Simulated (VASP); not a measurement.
## Te: single point with LDA

Te:

```
Te
1.0
     4.26967   -2.43471   -0.02794
     4.19853    2.30769   -0.09908
    -0.18981   -0.05740    3.95931
Te
3
Direct
  0.67600 0.67600 0.67500
  0.32400 0.32400 0.32500
  0.00000 0.00000 0.00000
```

This cell differs from its parent crystal: equal xy, yz and zx shear strains of -3 %.

| Item | Value |
| --- | --- |
| Program | VASP 6.6.1 |
| Task | single point |
| Functional | LDA |
| Potentials or basis | VASP PAW LDA potentials, release 64 (Te) |
| Cutoff | 520 eV |
| k mesh | 8 × 8 × 8 |
| Occupations | fermi-dirac, width 0.05 eV |
| Spin | no spin polarisation |
| Dipole correction | no |
| Further INCAR settings | ALGO = Normal; EDIFF = 1e-06; NBANDS = 16 |

```json
{
  "Pressure": "5.0 GPa",
  "Largest force": "0.506 eV/Å",
  "Band gap on the k mesh": "zero (bands 9 and 10 overlap by 3.33 eV)"
}
```

Forces on the atoms (eV/Å):
```
Te  -0.451  0.003 -0.230
Te   0.451 -0.003  0.230
Te   0.000  0.000  0.000
```

Stress tensor (GPa, compression positive):
```
5.07 0.51 2.21
0.51 3.65 0.70
2.21 0.70 6.25
```

Levels at points of the mesh, in eV from the Fermi level:
```
           k point  band 7  band 8  band 9  band 10  band 11  band 12
(0.00, 0.00, 0.00)   -3.83   -2.18   -1.84     1.49     2.72     3.57
(0.50, 0.00, 0.00)   -2.62    0.12    0.24     0.32     0.91     2.80
(0.00, 0.50, 0.00)   -2.28   -0.06    0.03     0.39     0.99     3.16
(0.50, 0.50, 0.00)   -2.24    0.46    0.62     0.68     0.80     2.38
(0.00, 0.00, 0.50)   -2.64   -1.92   -1.77    -1.76    -1.61    -0.89
(0.50, 0.00, 0.50)   -3.78   -3.46    1.52     1.82     1.84     2.99
(0.00, 0.50, 0.50)   -4.02   -3.83    1.56     1.76     2.12     3.57
(0.50, 0.50, 0.50)   -3.75   -3.63    1.35     1.74     2.30     2.48
```

Wall time 78 s on 1 thread of Intel(R) Xeon(R) 6975P-C (Granite Rapids) (shared host), peak memory 0.35 GiB.

Caveat: the cell differs from its parent crystal (equal xy, yz and zx shear strains of -3 %); the cell stands under pressure; spin-orbit coupling is left out, which moves the levels of the heavy elements.
